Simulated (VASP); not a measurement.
In15GaP16 (a cell with a defect), 32 atoms in the cell. The cell holds a defect, 32 atoms: a = 10.323 Å, b = 10.323 Å, c = 10.323 Å, α = 109.47°, β = 109.47°, γ = 109.47°. 

| Property | Result |
| --- | --- |
| Program | VASP 6.6.1 |
| Task | single point |
| Functional | PBE |
| Potentials or basis | VASP PAW PBE potentials, release 64 (Ga_d, In_d, P) |
| Cutoff | 520 eV |
| k mesh | 1 × 1 × 1 |
| Occupations | gaussian, width 0.02 eV |
| Spin | collinear spin |
| Dipole correction | no |
| Charge | -1 |
| Further INCAR settings | LREAL = Auto; ALGO = Normal; EDIFF = 1e-06; NBANDS = 170; NELECT = 289.0 |

Potentials or basis: VASP PAW PBE potentials, release 64 (Ga_d, In_d, P).

The run is started by

```bash
$ cat potpaw_PBE.64/Ga_d/POTCAR potpaw_PBE.64/In_d/POTCAR potpaw_PBE.64/P/POTCAR > POTCAR
$ mpirun -np 1 vasp_gam > vasp.out
```

Hardware: 1 thread of Intel(R) Xeon(R) Platinum 8375C CPU @ 2.90GHz (Ice Lake), on a shared host.

Q: How long does it take, and how much memory?

A: Wall time 10 min on 1 thread of Intel(R) Xeon(R) Platinum 8375C CPU @ 2.90GHz (Ice Lake), on a shared host, peak memory 1.4 GiB. Counts: scf iterations 17, k points 1.
